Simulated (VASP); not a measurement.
A run of VASP 6.6.1 is set up as follows.

Contents of POSCAR:

```
Cs3Ta
1.0
    0.0000000000      5.2841680000      0.0000000000
    5.2841680000      0.0000000000      0.0000000000
    2.6420840000      2.6420840000     -5.8741860000
Ta Cs
1 3
Direct
    0.5000000000      0.5000000000      0.0000000000
    0.0000000000      0.0000000000      0.0000000000
    0.7500000000      0.2500000000      0.5000000000
    0.2500000000      0.7500000000      0.5000000000
```

Contents of INCAR.step1:

```
  ALGO = Normal
  EDIFF = 1E-4
  ENCUT = 520
  GGA = PE
  ISMEAR = -1
  LASPH = True
  LCHARG = False
  LREAL = False
  LWAVE = True
  NBANDS = 27
  NELM = 60
  PREC = Accurate
  SIGMA = 0.1
```

File INCAR.step2:

```
  ALGO = Normal
  EDIFF = 1E-6
  ENCUT = 520
  ISIF = 2
  ISMEAR = -1
  ISTART = 1
  LASPH = True
  LCHARG = True
  LELF = True
  LMIXTAU = True
  LREAL = False
  LVHAR = True
  LWAVE = False
  METAGGA = R2SCAN
  NBANDS = 27
  NELM = 60
  PREC = Accurate
  SIGMA = 0.1
```

Contents of KPOINTS:

```
k-points
0
Gamma
  4 4 4
```

Potentials or basis: VASP PAW PBE potentials, release 64 (Ta_pv, Cs_sv).

Command:

```bash
$ cat potpaw_PBE.64/Ta_pv/POTCAR potpaw_PBE.64/Cs_sv/POTCAR > POTCAR
$ cp INCAR.step1 INCAR
$ mpirun -np 1 vasp_std > vasp.out
$ cp INCAR.step2 INCAR
$ mpirun -np 1 vasp_std > vasp.out
```

(1) Estimate the band gap on the k mesh.

(2) What does it give for the pressure?

Answers

(1) zero (band 19 reaches 3.73 eV, above the bottom of band 20 at 2.94 eV).

(2) 2.2 GPa.

Caveat: the PAW data sets were made with another functional, which shifts forces and pressure a little; spin-orbit coupling is left out, which moves the levels of the heavy elements.
